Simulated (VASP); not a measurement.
# SiC (Cm) in VASP: a series of runs, part 2 of 3

VASP 6.6.1. The steps go on from the part before.

### Step 3. Single point, PBE (the part above a cut slid along it)

Input file INCAR:

```
ALGO = Normal
EDIFF = 1E-6
ENCUT = 520
GGA = PE
ISIF = 2
ISMEAR = 0
LASPH = T
LCHARG = F
LREAL = F
LWAVE = F
NBANDS = 26
NELM = 100
PREC = Accurate
SIGMA = 0.05
```

Input file KPOINTS:

```
k-points
0
Gamma
  10 10 3
```

Input file POSCAR:

```
SiC
1.0
   -3.0759982064      0.0000000000      0.0000000000
   -1.5379991032     -2.6638925888      0.0000000000
   -2.3069986548     -1.3319462944     10.0960000000
Si C
4 4
Direct
    0.0064583333      0.0064583333      0.6537500000
    0.2564583333      0.2564583333      0.1537500000
    0.2147916667      0.2147916667      0.9037500000
    0.4647916667      0.4647916667      0.4037500000
   -0.0897916667     -0.0897916667      0.8462500000
    0.1602083333      0.1602083333      0.3462500000
    0.6185416667      0.6185416667      0.0962500000
    0.3685416667      0.3685416667      0.5962500000
```

Potentials or basis: VASP PAW PBE potentials, release 64 (Si, C).

Command:

```sh
$ cat potpaw_PBE.64/Si/POTCAR potpaw_PBE.64/C/POTCAR > POTCAR
$ mpirun -np 1 vasp_std > vasp.out
```

OUTCAR:

```text
EDIFF = 1E-6
   ENCUT = 520
   GGA = PE
   ISIF = 2
   ISMEAR = 0
   LASPH = T
   LREAL = F
   NELM = 100
   PREC = Accurate

 ion  position               nearest neighbor table
   1  0.006  0.006  0.654-   8 1.87   8 1.87   8 1.87   5 1.94   4 3.09   3 3.09   3 3.09   4 3.09
                             3 3.09   4 3.09
   2  0.256  0.256  0.154-   7 1.87   7 1.87   7 1.87   6 1.94   3 2.68   4 3.09   4 3.09   4 3.09

   3  0.215  0.215  0.904-   5 1.87   5 1.87   5 1.87   7 2.48   7 2.48   2 2.68   1 3.09   1 3.09
                             1 3.09
   4  0.465  0.465  0.404-   6 1.87   6 1.87   6 1.87   8 1.94   1 3.09   2 3.09   2 3.09   1 3.09
                             1 3.09   2 3.09
   5  0.910  0.910  0.846-   3 1.87   3 1.87   3 1.87   1 1.94
   6  0.160  0.160  0.346-   4 1.87   4 1.87   4 1.87   2 1.94
   7  0.619  0.619  0.096-   2 1.87   2 1.87   2 1.87   3 2.48   3 2.48
   8  0.369  0.369  0.596-   1 1.87   1 1.87   1 1.87   4 1.94

  LATTYP: Found a face centered orthorhombic cell.
 ALAT       =     3.0759982065
 B/A-ratio  =     1.7320508075
 C/A-ratio  =     6.5643731383

  Lattice vectors:

 A1 = (  -2.3069986548,  -1.3319462944,  10.0960000000)
 A2 = (  -0.7689995516,   1.3319462944,  10.0960000000)
 A3 = (  -3.0759982064,   0.0000000000,   0.0000000000)

Analysis of symmetry for initial positions (statically):
=====================================================================
 Subroutine PRICEL returns:
 Original cell was already a primitive cell.

 Routine SETGRP: Setting up the symmetry group for a
 face centered orthorhombic supercell.

 Subroutine GETGRP returns: Found  2 space group operations
 (whereof  2 operations were pure point group operations)
 out of a pool of  8 trial point group operations.

The static configuration has the point symmetry C_1h.

Analysis of symmetry for dynamics (positions and initial velocities):
=====================================================================
 Subroutine PRICEL returns:
 Original cell was already a primitive cell.

 Routine SETGRP: Setting up the symmetry group for a
 face centered orthorhombic supercell.

 Subroutine GETGRP returns: Found  2 space group operations
 (whereof  2 operations were pure point group operations)
 out of a pool of  8 trial point group operations.

The dynamic configuration has the point symmetry C_1h.

 Subroutine INISYM returns: Found  2 space group operations
 (whereof  2 operations are pure point group operations),
 and found     1 'primitive' translations

----------------------------------------------------------------------------------------

                                     Primitive cell

  volume of cell :      82.7279

  direct lattice vectors                    reciprocal lattice vectors
    -3.075998206  0.000000000  0.000000000    -0.325097719  0.187695255 -0.049524564
    -1.537999103 -2.663892589  0.000000000     0.000000000 -0.375390511 -0.049524564
    -2.306998655 -1.331946294 10.096000000     0.000000000  0.000000000  0.099049128

  length of vectors
     3.075998206  3.075998206 10.441529568     0.378643260  0.378643260  0.099049128

  position of ions in fractional coordinates (direct lattice)
     0.006458333  0.006458333  0.653750000
     0.256458333  0.256458333  0.153750000
     0.214791667  0.214791667  0.903750000
     0.464791667  0.464791667  0.403750000
[... 88 lines left out ...]
  0.300000  0.300000 -0.000000      2.000000
  0.400000  0.300000  0.000000      4.000000
 [... further k-points ...]
   k-points           NKPTS =     86   k-points in BZ     NKDIM =     86   number of bands    NBANDS=     26
   number of dos      NEDOS =    301   number of ions     NIONS =      8
   total plane-waves  NPLWV =  46080
   dimension x,y,z NGX =    24 NGY =   24 NGZ =   80
   dimension x,y,z NGXF=    48 NGYF=   48 NGZF=  160
   ions per type =               4   4
   NGX,Y,Z   is equivalent  to a cutoff of  12.97, 12.97, 12.74 a.u.
   NGXF,Y,Z  is equivalent  to a cutoff of  25.94, 25.94, 25.47 a.u.
 SYSTEM =  unknown system
   PREC   = accura    normal or accurate (medium, high low for compatibility)
   ISTART =      0    job   : 0-new  1-cont  2-samecut
   ICHARG =      2    charge: 1-file 2-atom 10-const
   ISPIN  =      1    spin polarized calculation?
   LNONCOLLINEAR =      F non collinear calculations
   LSORBIT =      F    spin-orbit coupling
   LASPH  =      T    aspherical Exc in radial PAW
   ENCUT  =  520.0 eV  38.22 Ry    6.18 a.u.   5.72  5.72 19.41*2*pi/ulx,y,z
   NELM   =    100;   NELMIN=  2; NELMDL= -5     # of ELM steps
   EDIFF  = 0.1E-05   stopping-criterion for ELM
   LREAL  =      F    real-space projection
   EDIFFG = 0.1E-04   stopping-criterion for IOM
   NSW    =      0    number of steps for IOM
   IBRION =     -1    ionic relax: 0-MD 1-quasi-New 2-CG
   NFREE  =      0    steps in history (QN), initial steepest desc. (CG)
   ISIF   =      2    stress and relaxation
   ISYM   =      2    0-nonsym 1-usesym 2-fastsym
   POTIM  = 0.5000    time-step for ionic-motion
   TEBEG  =    0.0;   TEEND  =   0.0 temperature during run
   PSTRESS=    0.0 pullay stress
   NELECT =      32.0000    total number of electrons
   NUPDOWN=      -1.0000    fix difference up-down
   EMIN   =  10.00;   EMAX   =-10.00  energy-range for DOS
   EFERMI =   0.00;   METHOD = LEGACY
   ISMEAR =     0;   SIGMA  =   0.05  broadening in eV -4-tet -1-fermi 0-gaus
   EFERMI_NEDOS =   21; number of points for ismear=-14 and -15
   IALGO  =     38    algorithm
   IMIX   =      4    mixing-type and parameters
     AMIX     =   0.40;   BMIX     =  1.00
     AMIX_MAG =   1.60;   BMIX_MAG =  1.00
  volume/ion in A,a.u.               =      10.34        69.78
  Fermi-wavevector in a.u.,A,eV,Ry     =   1.192818  2.254099 19.358564  1.422814
  Thomas-Fermi vector in A             =   2.328847
   LORBIT       =      0    0 simple, 1 ext, 2 COOP (PROOUT), +10 PAW based schemes
   GGA     = PE    functional components
   LHFCALC =     F    Hartree Fock is set to
   AEXX    =    0.0000 exact exchange contribution
   IVDW    =     0    specifies the selected vdW correction
   LEPSILON=     F    determine dielectric tensor
   LRPA    =     F    only Hartree local field effects (RPA)
 non-spin polarized calculation
 Gauss-broadening in eV      SIGMA  =   0.05
  energy-cutoff  :      520.00
  volume of cell :       82.73
 maximum number of plane-waves:      2246
   NGX = 11   NGY = 11   NGZ = 39

 number of electron      31.9999999 magnetization

 Free energy of the ion-electron system (eV)
  ---------------------------------------------------
  ext. energy  EPLUGINS =         0.00000000
  ---------------------------------------------------
  free energy    TOTEN  =       -58.11067230 eV

  energy without entropy =      -58.11067221  energy(sigma->0) =      -58.11067225

 E-fermi :   9.0245     XC(G=0): -11.3933

 val. band max:        8.8802419435   @ k =  -0.1000   0.1000  -0.0000
 cond. band min:       9.1685285870   @ k =   0.5000   0.0000  -0.0000
 fundamental gap:      0.2882866435
 Fermi energy:         9.0245119349

 k-point     1 :       0.0000    0.0000    0.0000
  band No.  band energies     occupation
      1      -7.2937      2.00000
      2      -6.1387      2.00000
      3      -6.0472      2.00000
      4      -3.7885      2.00000
      5      -0.1624      2.00000
      6       3.9156      2.00000
[... 685 lines left out ...]
     25      16.8973      0.00000
     26      17.4025      0.00000

 [... further k-points ...]

------------------------ aborting loop because EDIFF is reached ----------------------------------------

  FORCE on cell =-STRESS in cart. coord.  units (eV):
  Direction    XX          YY          ZZ          XY          YZ          ZX
  --------------------------------------------------------------------------------------
  -------------------------------------------------------------------------------------
  Total        1.7865415     -0.8548354      3.0582125      2.2874995      1.4887929      2.5786650
  in kB       34.5996388    -16.5554479     59.2278706     44.3016047     28.8331933     49.9405559
  external PRESSURE =      25.7573538 kB  Pullay stress =       0.0000000 kB

 VOLUME and BASIS-vectors are now :
 -----------------------------------------------------------------------------
  energy-cutoff  :      520.00
  volume of cell :       82.73
      direct lattice vectors                 reciprocal lattice vectors
    -3.075998206  0.000000000  0.000000000    -0.325097719  0.187695255 -0.049524564
    -1.537999103 -2.663892589  0.000000000     0.000000000 -0.375390511 -0.049524564
    -2.306998655 -1.331946294 10.096000000     0.000000000  0.000000000  0.099049128

 POSITION                                       TOTAL-FORCE (eV/Angst)
 -----------------------------------------------------------------------------------
     -1.53800     -0.88796      6.60026        -0.233323     -0.134709      0.467759
     -1.53800     -0.88796      1.55226        -0.375885     -0.217017      0.813220
     -3.07600     -1.77593      9.12426         0.282713      0.163225      0.659281
     -3.07600     -1.77593      4.07626        -0.030087     -0.017371      0.518896
     -6.15200     -3.55186      8.54374        -0.601498     -0.347275     -1.293122
     -1.53800     -0.88796      3.49574         0.096298      0.055598     -0.444988
     -3.07600     -1.77593      0.97174         0.898234      0.518596     -0.099079
     -3.07600     -1.77593      6.01974        -0.036453     -0.021046     -0.621966
 -----------------------------------------------------------------------------------
    total drift:                                0.000066      0.000038     -0.000148

  FREE ENERGIE OF THE ION-ELECTRON SYSTEM (eV)
  ---------------------------------------------------
  free  energy   TOTEN  =       -58.1106723018 eV

  energy  without entropy=      -58.1106722077  energy(sigma->0) =      -58.11067225
```

Run time: 2.5 min. Hardware: 1 thread of Intel Xeon Platinum 8375C at 2.90GHz (Ice Lake), shared host; peak memory 0.28 GiB.

What came out:

```yaml
Free_energy: -58.1107 eV
Pressure: 2.6 GPa
Largest_force: 1.468 eV/Å
Band_gap_on_the_k_mesh: 0.29 eV (least direct gap 0.87 eV)
```

Forces on the atoms (eV/Å):
```
Si  -0.233 -0.135  0.468
Si  -0.376 -0.217  0.813
Si   0.283  0.163  0.659
Si  -0.030 -0.017  0.519
C   -0.601 -0.347 -1.293
C    0.096  0.056 -0.445
C    0.898  0.519 -0.099
C   -0.036 -0.021 -0.622
```

Stress tensor (GPa, compression positive):
```
 3.46  4.43  4.99
 4.43 -1.66  2.88
 4.99  2.88  5.92
```

Caveat: the cell differs from its parent crystal (the part above a cut slid along it); the stress differs along the axes, from -2 to 6 GPa; semilocal functionals underestimate gaps, and a narrow one can read as zero; forces of over 1 eV/Å act on the atoms, so gaps and moduli don't describe the material at rest. A k mesh can miss the band edges.

### Step 4. Single point, PBE (the part above a cut slid along it)

Input file INCAR:

```
PREC = Accurate
ENCUT = 520
EDIFF = 1E-6
ISMEAR = 0
SIGMA = 0.05
LREAL = False
LASPH = True
NELM = 100
ALGO = Normal
ISIF = 2
LWAVE = False
LCHARG = False
GGA = PE
NBANDS = 26
```

Input file KPOINTS:

```
Automatic mesh
0
Gamma
  10 10 3
```

Input file POSCAR:

```
SiC
1.0
   -3.0759982064      0.0000000000      0.0000000000
   -1.5379991032     -2.6638925888      0.0000000000
   -3.8448439581     -2.2198216942     10.0960000000
Si C
4 4
Direct
   -0.2114365417     -0.2114365417      0.6537500000
    0.2052134583      0.2052134583      0.1537500000
   -0.0864282083     -0.0864282083      0.9037500000
    0.3302217917      0.3302217917      0.4037500000
   -0.3718467917     -0.3718467917      0.8462500000
    0.0448032083      0.0448032083      0.3462500000
    0.5864615417      0.5864615417      0.0962500000
    0.1698115417      0.1698115417      0.5962500000
```

Command:

```sh
$ cat potpaw_PBE.64/Si/POTCAR potpaw_PBE.64/C/POTCAR > POTCAR
$ mpirun -np 1 vasp_std > vasp.out
```

Run time: 2.1 min. Hardware: 1 thread of Intel Xeon Platinum 8375C at 2.90GHz (Ice Lake), shared host; peak memory 0.28 GiB.

The run converged. Its results:

- Free energy: -58.9661 eV
- Pressure: 3.2 GPa
- Largest force: 2.364 eV/Å
- Band gap on the k mesh: 1.72 eV (least direct gap 3.05 eV)

Forces in eV/Å, atoms in the order of the input:
```
Si   0.203  0.117  0.507
Si   0.074  0.043  0.831
Si   1.482  0.856  0.911
Si  -0.012 -0.007  0.610
C    0.386  0.223 -1.083
C   -0.160 -0.093 -0.570
C   -1.990 -1.149 -0.555
C    0.017  0.010 -0.650
```

Stress tensor (GPa, compression positive):
```
  2.35  -0.99 -10.63
 -0.99   3.50  -6.14
-10.63  -6.14   3.64
```

Levels at points of the mesh, in eV from the valence-band top:
```
           k point  band 14  band 15  band 16  band 17  band 18  band 19
(0.00, 0.00, 0.00)    -0.86    -0.81     0.00     4.42     4.59     5.25
(0.50, 0.00, 0.00)    -2.81    -2.22    -1.62     1.93     2.25     2.67
(0.50, 0.50, 0.00)    -2.95    -1.94    -1.53     1.72     1.95     2.78
```

Caveat: the cell differs from its parent crystal (the part above a cut slid along it); the cell stands under pressure; forces of over 1 eV/Å act on the atoms, so gaps and moduli don't describe the material at rest.

(Continued in part 3 of 3.)
